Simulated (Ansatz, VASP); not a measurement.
# Two plane-wave programs on Cu

```xyz
1
Lattice="2.5235 0.0000 0.0000 0.0000 2.5235 0.0000 0.0000 0.0000 2.5235" Properties=species:S:1:pos:R:3 pbc="T T T"
Cu    0.0000    0.0000    0.0000
```

Alike in both runs: task single point; functional revPBE; k mesh 14 × 14 × 14; occupations fermi-dirac, width 0.1 eV; no spin polarisation.

|  | VASP | Ansatz |
| --- | --- | --- |
| version | VASP 6.6.1 | Ansatz 0.2.0 |
| potentials or method | VASP PAW PBE potentials, release 64 (Cu), cutoff 520 eV | plane waves (420 eV) with PAW, scalar-relativistic |
| valence electrons in the cell | 11 | 19 |

VASP gave:

* pressure (GPa): -7.1

Question: Estimate Ansatz's values.

Answer: Pressure (GPa): -7.9.

VASP's potentials were made for PBE, not for revPBE. VASP's potentials hold 11 valence electrons a cell and Ansatz's 19, so a difference there can come from the potentials and not from the codes.
